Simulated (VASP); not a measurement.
# RbSbO3 (Pm-3m) in VASP: a series of runs

Runs on RbSbO3. Level: LDA. Tasks: single point.

Everything below comes from runs of VASP 6.6.1. Logs are shortened: lines on timing, memory, paths and dates and some standing lists are left out, and cuts for length are marked.

### Step 1. The cell of the first run

It takes space group Pm-3m (No. 221, cubic). Conventional cell: a = 4.091 Å, b = 4.091 Å, c = 4.091 Å, α = 90.00°, β = 90.00°, γ = 90.00°. Within 3.8 Å of Rb (site symmetry m-3m) lie 12 O at 2.89 Å and 8 Sb at 3.54 Å. Within 2.7 Å of Sb (site symmetry m-3m) lie 6 O at 2.05 Å. O (site symmetry 4/mmm) has 2 Sb at 2.05 Å within 2.7 Å.

### Step 2. Single point, LDA

INCAR reads:

```
SYSTEM = RbSbO3
PREC = Accurate
ENCUT = 520
EDIFF = 1E-6
ISMEAR = 1
SIGMA = 0.02
LREAL = .False.
LASPH = .True.
NELM = 100
ALGO = Normal
ISIF = 2
LWAVE = .False.
LCHARG = .False.
GGA = CA
NBANDS = 24
```

KPOINTS reads:

```
Automatic mesh
0
Gamma
  3 3 3
  0 0 0
```

POSCAR reads:

```
RbSbO3
1.0
    4.0905400000      0.0000000000      0.0000000000
    0.0000000000      4.0905400000      0.0000000000
    0.0000000000      0.0000000000      4.0905400000
Rb Sb O
1 1 3
Direct
    0.0000000000      0.0000000000      0.0000000000
    0.5000000000      0.5000000000      0.5000000000
    0.5000000000      0.5000000000      0.0000000000
    0.5000000000      0.0000000000      0.5000000000
    0.0000000000      0.5000000000      0.5000000000
```

Potentials or basis: VASP PAW LDA potentials, release 64 (Rb_sv, Sb, O).

Run with:

```sh
$ cat potpaw_LDA.64/Rb_sv/POTCAR potpaw_LDA.64/Sb/POTCAR potpaw_LDA.64/O/POTCAR > POTCAR
$ mpirun -np 1 vasp_std > vasp.out
```

OUTCAR:

```text
SYSTEM = RbSbO3
   PREC = Accurate
   ENCUT = 520
   EDIFF = 1E-6
   ISMEAR = 1
   LREAL = .False.
   LASPH = .True.
   NELM = 100
   ISIF = 2
   GGA = CA

 ion  position               nearest neighbor table
   1  0.000  0.000  0.000-   3 2.89   4 2.89   5 2.89   4 2.89   5 2.89   3 2.89   5 2.89   5 2.89
                             3 2.89   4 2.89   4 2.89   3 2.89   2 3.54   2 3.54   2 3.54   2 3.54
   2  0.500  0.500  0.500-   3 2.05   4 2.05   5 2.05   3 2.05   4 2.05   5 2.05   1 3.54   1 3.54
                             1 3.54   1 3.54   1 3.54   1 3.54   1 3.54   1 3.54
   3  0.500  0.500  0.000-   2 2.05   2 2.05   1 2.89   1 2.89   1 2.89   1 2.89
   4  0.500  0.000  0.500-   2 2.05   2 2.05   1 2.89   1 2.89   1 2.89   1 2.89
   5  0.000  0.500  0.500-   2 2.05   2 2.05   1 2.89   1 2.89   1 2.89   1 2.89

  LATTYP: Found a simple cubic cell.
 ALAT       =     4.0905400000

  Lattice vectors:

 A1 = (   4.0905400000,   0.0000000000,   0.0000000000)
 A2 = (   0.0000000000,   4.0905400000,   0.0000000000)
 A3 = (   0.0000000000,   0.0000000000,   4.0905400000)

Analysis of symmetry for initial positions (statically):
=====================================================================
 Subroutine PRICEL returns:
 Original cell was already a primitive cell.

 Routine SETGRP: Setting up the symmetry group for a
 simple cubic supercell.

 Subroutine GETGRP returns: Found 48 space group operations
 (whereof 48 operations were pure point group operations)
 out of a pool of 48 trial point group operations.

The static configuration has the point symmetry O_h .

Analysis of symmetry for dynamics (positions and initial velocities):
=====================================================================
 Subroutine PRICEL returns:
 Original cell was already a primitive cell.

 Routine SETGRP: Setting up the symmetry group for a
 simple cubic supercell.

 Subroutine GETGRP returns: Found 48 space group operations
 (whereof 48 operations were pure point group operations)
 out of a pool of 48 trial point group operations.

The dynamic configuration has the point symmetry O_h .

 Subroutine INISYM returns: Found 48 space group operations
 (whereof 48 operations are pure point group operations),
 and found     1 'primitive' translations

----------------------------------------------------------------------------------------

                                     Primitive cell

  volume of cell :      68.4450

  direct lattice vectors                    reciprocal lattice vectors
     4.090540000  0.000000000  0.000000000     0.244466501  0.000000000  0.000000000
     0.000000000  4.090540000  0.000000000     0.000000000  0.244466501  0.000000000
     0.000000000  0.000000000  4.090540000     0.000000000  0.000000000  0.244466501

  length of vectors
     4.090540000  4.090540000  4.090540000     0.244466501  0.244466501  0.244466501

  position of ions in fractional coordinates (direct lattice)
     0.000000000  0.000000000  0.000000000
     0.500000000  0.500000000  0.500000000
     0.500000000  0.500000000  0.000000000
     0.500000000  0.000000000  0.500000000
     0.000000000  0.500000000  0.500000000

  ion indices of the primitive-cell ions
   primitive index   ion index
                 1           1
                 2           2
                 3           3
                 4           4
                 5           5

----------------------------------------------------------------------------------------

 KPOINTS: Automatic mesh

Automatic generation of k-mesh.
 Grid dimensions read from file:
 generate k-points for:    3    3    3

 Generating k-lattice:

  Cartesian coordinates                     Fractional coordinates (reciprocal lattice)
     0.081488834  0.000000000  0.000000000     0.333333333  0.000000000  0.000000000
     0.000000000  0.081488834  0.000000000     0.000000000  0.333333333  0.000000000
     0.000000000  0.000000000  0.081488834     0.000000000  0.000000000  0.333333333

  Length of vectors
     0.081488834  0.081488834  0.081488834

  Shift w.r.t. Gamma in fractional coordinates (k-lattice)
     0.000000000  0.000000000  0.000000000

 Subroutine IBZKPT returns following result:
 ===========================================

 Found      4 irreducible k-points:

 Following reciprocal coordinates:
            Coordinates               Weight
  0.000000  0.000000  0.000000      1.000000
  0.333333  0.000000  0.000000      6.000000
  0.333333  0.333333  0.000000     12.000000
  0.333333  0.333333  0.333333      8.000000
   k-points           NKPTS =      4   k-points in BZ     NKDIM =      4   number of bands    NBANDS=     24
   number of dos      NEDOS =    301   number of ions     NIONS =      5
   total plane-waves  NPLWV =  27000
   dimension x,y,z NGX =    30 NGY =   30 NGZ =   30
   dimension x,y,z NGXF=    60 NGYF=   60 NGZF=   60
   ions per type =               1   1   3
   NGX,Y,Z   is equivalent  to a cutoff of  12.19, 12.19, 12.19 a.u.
   NGXF,Y,Z  is equivalent  to a cutoff of  24.38, 24.38, 24.38 a.u.
 SYSTEM =  RbSbO3
   PREC   = accura    normal or accurate (medium, high low for compatibility)
   ISTART =      0    job   : 0-new  1-cont  2-samecut
   ICHARG =      2    charge: 1-file 2-atom 10-const
   ISPIN  =      1    spin polarized calculation?
   LNONCOLLINEAR =      F non collinear calculations
   LSORBIT =      F    spin-orbit coupling
   LASPH  =      T    aspherical Exc in radial PAW
   ENCUT  =  520.0 eV  38.22 Ry    6.18 a.u.   7.61  7.61  7.61*2*pi/ulx,y,z
   NELM   =    100;   NELMIN=  2; NELMDL= -5     # of ELM steps
   EDIFF  = 0.1E-05   stopping-criterion for ELM
   LREAL  =      F    real-space projection
   EDIFFG = 0.1E-04   stopping-criterion for IOM
   NSW    =      0    number of steps for IOM
   IBRION =     -1    ionic relax: 0-MD 1-quasi-New 2-CG
   NFREE  =      0    steps in history (QN), initial steepest desc. (CG)
   ISIF   =      2    stress and relaxation
   ISYM   =      2    0-nonsym 1-usesym 2-fastsym
   POTIM  = 0.5000    time-step for ionic-motion
   TEBEG  =    0.0;   TEEND  =   0.0 temperature during run
   PSTRESS=    0.0 pullay stress
   NELECT =      32.0000    total number of electrons
   NUPDOWN=      -1.0000    fix difference up-down
   EMIN   =  10.00;   EMAX   =-10.00  energy-range for DOS
   EFERMI =   0.00;   METHOD = LEGACY
   ISMEAR =     1;   SIGMA  =   0.02  broadening in eV -4-tet -1-fermi 0-gaus
   EFERMI_NEDOS =   21; number of points for ismear=-14 and -15
   IALGO  =     38    algorithm
   IMIX   =      4    mixing-type and parameters
     AMIX     =   0.40;   BMIX     =  1.00
     AMIX_MAG =   1.60;   BMIX_MAG =  1.00
  volume/ion in A,a.u.               =      13.69        92.38
  Fermi-wavevector in a.u.,A,eV,Ry     =   1.270606  2.401097 21.965779  1.614439
  Thomas-Fermi vector in A             =   2.403584
   LORBIT       =      0    0 simple, 1 ext, 2 COOP (PROOUT), +10 PAW based schemes
   GGA     = CA    functional components
   LHFCALC =     F    Hartree Fock is set to
   AEXX    =    0.0000 exact exchange contribution
   IVDW    =     0    specifies the selected vdW correction
   LEPSILON=     F    determine dielectric tensor
   LRPA    =     F    only Hartree local field effects (RPA)
 non-spin polarized calculation
 Methfessel and Paxton  Order N= 1 SIGMA  =   0.02
  energy-cutoff  :      520.00
  volume of cell :       68.45
 maximum number of plane-waves:      1847
 NGX is ok and might be reduce to    30
   NGX = 15   NGY = 15   NGZ = 15

 number of electron      31.9999978 magnetization

 Free energy of the ion-electron system (eV)
  ---------------------------------------------------
  ext. energy  EPLUGINS =         0.00000000
  ---------------------------------------------------
  free energy    TOTEN  =       -30.65976632 eV

  energy without entropy =      -30.65914468  energy(sigma->0) =      -30.65955911

 E-fermi :   3.0391     XC(G=0): -11.1523

 val. band max:        3.0289120678   @ k =   0.3333   0.3333   0.3333
 cond. band min:       4.7364234073   @ k =   0.3333   0.0000   0.0000
 fundamental gap:      1.7075113395
 Fermi energy:         3.0390920346

 k-point     1 :       0.0000    0.0000    0.0000
  band No.  band energies     occupation
      1     -20.0512      2.00000
      2     -15.0071      2.00000
      3     -12.3721      2.00000
      4     -12.3721      2.00000
      5      -4.6682      2.00000
      6      -4.6682      2.00000
[... 16 lines left out ...]
     23      12.5700      0.00000
     24      14.8032      0.00000

 k-point     2 :       0.3333    0.0000    0.0000
  band No.  band energies     occupation
      1     -19.9937      2.00000
      2     -14.7292      2.00000
      3     -13.0837      2.00000
      4     -12.3552      2.00000
      5      -4.3595      2.00000
      6      -4.3595      2.00000
[... 16 lines left out ...]
     23      13.3335      0.00000
     24      13.3801      0.00000

 k-point     3 :       0.3333    0.3333    0.0000
  band No.  band energies     occupation
      1     -19.9525      2.00000
      2     -14.3434      2.00000
      3     -13.2158      2.00000
      4     -12.8495      2.00000
      5      -5.2066      2.00000
      6      -4.4638      2.00000
[... 16 lines left out ...]
     23      13.9166      0.00000
     24      14.1245      0.00000

 k-point     4 :       0.3333    0.3333    0.3333
  band No.  band energies     occupation
      1     -19.9226      2.00000
      2     -13.9941      2.00000
      3     -13.1698      2.00000
      4     -13.1698      2.00000
      5      -6.9155      2.00000
      6      -4.6661      2.00000
[... 16 lines left out ...]
     23      14.5228      0.00000
     24      14.9549      0.00000

------------------------ aborting loop because EDIFF is reached ----------------------------------------

  FORCE on cell =-STRESS in cart. coord.  units (eV):
  Direction    XX          YY          ZZ          XY          YZ          ZX
  --------------------------------------------------------------------------------------
  -------------------------------------------------------------------------------------
  Total       -3.8707639     -3.8707639     -3.8707639      0.0000000      0.0000000     -0.0000000
  in kB      -90.6077467    -90.6077467    -90.6077467      0.0000000      0.0000000     -0.0000000
  external PRESSURE =     -90.6077467 kB  Pullay stress =       0.0000000 kB

 VOLUME and BASIS-vectors are now :
 -----------------------------------------------------------------------------
  energy-cutoff  :      520.00
  volume of cell :       68.45
      direct lattice vectors                 reciprocal lattice vectors
     4.090540000  0.000000000  0.000000000     0.244466501  0.000000000  0.000000000
     0.000000000  4.090540000  0.000000000     0.000000000  0.244466501  0.000000000
     0.000000000  0.000000000  4.090540000     0.000000000  0.000000000  0.244466501

 POSITION                                       TOTAL-FORCE (eV/Angst)
 -----------------------------------------------------------------------------------
      0.00000      0.00000      0.00000         0.000000      0.000000      0.000000
      2.04527      2.04527      2.04527         0.000000      0.000000      0.000000
      2.04527      2.04527      0.00000         0.000000      0.000000      0.000000
      2.04527      0.00000      2.04527         0.000000      0.000000      0.000000
      0.00000      2.04527      2.04527         0.000000      0.000000      0.000000
 -----------------------------------------------------------------------------------
    total drift:                                0.000000      0.000000     -0.000000

  FREE ENERGIE OF THE ION-ELECTRON SYSTEM (eV)
  ---------------------------------------------------
  free  energy   TOTEN  =       -30.6597663199 eV

  energy  without entropy=      -30.6591446848  energy(sigma->0) =      -30.65955911
```

It took 13 s on 1 thread of Intel Xeon 6975P-C, shared host; peak memory 0.15 GiB.

Results:

```
Free energy            : -30.6598 eV
Pressure               : -9.1 GPa
Band gap on the k mesh : zero (band 16 reaches 3.03 eV, above the bottom of band 17 at 2.59 eV)
```

Caveat: the k points lie up to 0.51 Å⁻¹ apart; spin-orbit coupling is left out, which moves the levels of the heavy elements.

### Step 3. Single point, LDA

INCAR, as its differences from that of step 2:

```diff
@@ -8,3 +8,3 @@
 LASPH = .True.
-NELM = 100
+NELM = 60
 ALGO = Normal
@@ -13,3 +13,2 @@
 LCHARG = .False.
-GGA = CA
 NBANDS = 24
```

KPOINTS reads:

```
regular mesh
0
Gamma
  3 3 3
  0 0 0
```

POSCAR is that of step 2.

Potentials or basis: VASP PAW LDA potentials, release 64 (Rb_sv, Sb, O).

Run with:

```sh
$ cat potpaw_LDA.64/Rb_sv/POTCAR potpaw_LDA.64/Sb/POTCAR potpaw_LDA.64/O/POTCAR > POTCAR
$ mpirun -np 1 vasp_std > vasp.out
```

Wall time 13 s (1 thread of Intel Xeon 6975P-C, shared host); peak memory 0.15 GiB.

It converged, with:

| Property | Result |
| --- | --- |
| Free energy | -30.6598 eV |
| Pressure | -9.1 GPa |
| Band gap on the k mesh | zero (band 16 reaches 3.03 eV, above the bottom of band 17 at 2.59 eV) |

Levels at points of the mesh, in eV from the Fermi level:
```csv
k point,band 14,band 15,band 16,band 17,band 18,band 19
"(0.00, 0.00, 0.00)",-0.75,-0.45,-0.45,-0.45,7.91,7.91
```

Caveat: the k points lie up to 0.51 Å⁻¹ apart; spin-orbit coupling is left out, which moves the levels of the heavy elements.

### Step 4. Single point, LDA

INCAR reads:

```
  PREC = Accurate
  ENCUT = 520
  EDIFF = 1E-7
  ISMEAR = 1
  SIGMA = 0.02
  LREAL = F
  LASPH = T
  NELM = 60
  ALGO = Normal
  ISIF = 2
  LWAVE = F
  LCHARG = T
  GGA = CA
  LELF = T
  LVHAR = T
  NBANDS = 24
```

KPOINTS reads:

```
Automatic mesh
0
Gamma
  3 3 3
```

POSCAR is that of step 3.

Potentials or basis: VASP PAW LDA potentials, release 64 (Rb_sv, Sb, O).

Run with:

```sh
$ cat potpaw_LDA.64/Rb_sv/POTCAR potpaw_LDA.64/Sb/POTCAR potpaw_LDA.64/O/POTCAR > POTCAR
$ mpirun -np 1 vasp_std > vasp.out
```

OUTCAR:

```text
PREC = Accurate
   ENCUT = 520
   EDIFF = 1E-7
   ISMEAR = 1
   LREAL = F
   LASPH = T
   NELM = 60
   ISIF = 2
   GGA = CA

 ion  position               nearest neighbor table
   1  0.000  0.000  0.000-   3 2.89   4 2.89   5 2.89   4 2.89   5 2.89   3 2.89   5 2.89   5 2.89
                             3 2.89   4 2.89   4 2.89   3 2.89   2 3.54   2 3.54   2 3.54   2 3.54
   2  0.500  0.500  0.500-   3 2.05   4 2.05   5 2.05   3 2.05   4 2.05   5 2.05   1 3.54   1 3.54
                             1 3.54   1 3.54   1 3.54   1 3.54   1 3.54   1 3.54
   3  0.500  0.500  0.000-   2 2.05   2 2.05   1 2.89   1 2.89   1 2.89   1 2.89
[... 292 lines left out ...]
  -------------------------------------------------------------------------------------
  Total       -3.8674648     -3.8674648     -3.8674648     -0.0000000     -0.0000000     -0.0000000
  in kB      -90.5305209    -90.5305209    -90.5305209     -0.0000000     -0.0000000     -0.0000000
  external PRESSURE =     -90.5305209 kB  Pullay stress =       0.0000000 kB

 VOLUME and BASIS-vectors are now :
 -----------------------------------------------------------------------------
  energy-cutoff  :      520.00
  volume of cell :       68.45
      direct lattice vectors                 reciprocal lattice vectors
     4.090540000  0.000000000  0.000000000     0.244466501  0.000000000  0.000000000
     0.000000000  4.090540000  0.000000000     0.000000000  0.244466501  0.000000000
     0.000000000  0.000000000  4.090540000     0.000000000  0.000000000  0.244466501

 POSITION                                       TOTAL-FORCE (eV/Angst)
 -----------------------------------------------------------------------------------
      0.00000      0.00000      0.00000         0.000000      0.000000      0.000000
      2.04527      2.04527      2.04527         0.000000      0.000000      0.000000
      2.04527      2.04527      0.00000         0.000000      0.000000      0.000000
      2.04527      0.00000      2.04527         0.000000      0.000000      0.000000
      0.00000      2.04527      2.04527         0.000000      0.000000      0.000000
 -----------------------------------------------------------------------------------
    total drift:                                0.000000      0.000000     -0.000000

  FREE ENERGIE OF THE ION-ELECTRON SYSTEM (eV)
  ---------------------------------------------------
  free  energy   TOTEN  =       -30.6597663214 eV

  energy  without entropy=      -30.6591446863  energy(sigma->0) =      -30.65955911
```

OSZICAR:

```text
N       E                     dE             d eps       ncg     rms          rms(c)
DAV:   1     0.191943785557E+03    0.19194E+03   -0.15596E+04   192   0.127E+03
DAV:   2    -0.228336929691E+02   -0.21478E+03   -0.20280E+03   272   0.259E+02
DAV:   3    -0.354633969318E+02   -0.12630E+02   -0.12529E+02   248   0.683E+01
DAV:   4    -0.357974188018E+02   -0.33402E+00   -0.33392E+00   264   0.102E+01
DAV:   5    -0.358006733321E+02   -0.32545E-02   -0.32544E-02   240   0.958E-01    0.151E+01
DAV:   6    -0.308611934463E+02    0.49395E+01   -0.15507E+01   224   0.267E+01    0.870E+00
DAV:   7    -0.307574325248E+02    0.10376E+00   -0.11780E+00   248   0.652E+00    0.360E+00
DAV:   8    -0.306711120024E+02    0.86321E-01   -0.16712E-01   232   0.281E+00    0.103E+00
DAV:   9    -0.306599809569E+02    0.11131E-01   -0.16240E-02   248   0.806E-01    0.206E-01
DAV:  10    -0.306597651378E+02    0.21582E-03   -0.17282E-03   224   0.252E-01    0.891E-02
DAV:  11    -0.306597732422E+02   -0.81043E-05   -0.42463E-05   240   0.398E-02    0.366E-02
DAV:  12    -0.306597662303E+02    0.70119E-05   -0.17087E-05   216   0.261E-02    0.133E-02
DAV:  13    -0.306597663280E+02   -0.97733E-07   -0.12423E-06   240   0.649E-03    0.349E-03
DAV:  14    -0.306597663214E+02    0.66198E-08   -0.74430E-08   152   0.174E-03
   1 F= -.30659766E+02 E0= -.30659559E+02  d E =-.621635E-03
```

Run time: 16 s. Hardware: 1 thread of Intel Xeon 6975P-C, shared host; peak memory 0.15 GiB.

What came out:

```
Free energy            : -30.6598 eV
Pressure               : -9.1 GPa
Band gap on the k mesh : zero (band 16 reaches 3.03 eV, above the bottom of band 17 at 2.59 eV)
```

Levels at points of the mesh, in eV from the Fermi level:
```tsv
k point	band 13	band 14	band 15	band 16	band 17	band 18	band 19	band 20
(0.00, 0.00, 0.00)	-0.75	-0.75	-0.45	-0.45	-0.45	7.91	7.91	7.96
```

Caveat: the k points lie up to 0.51 Å⁻¹ apart; spin-orbit coupling is left out, which moves the levels of the heavy elements.
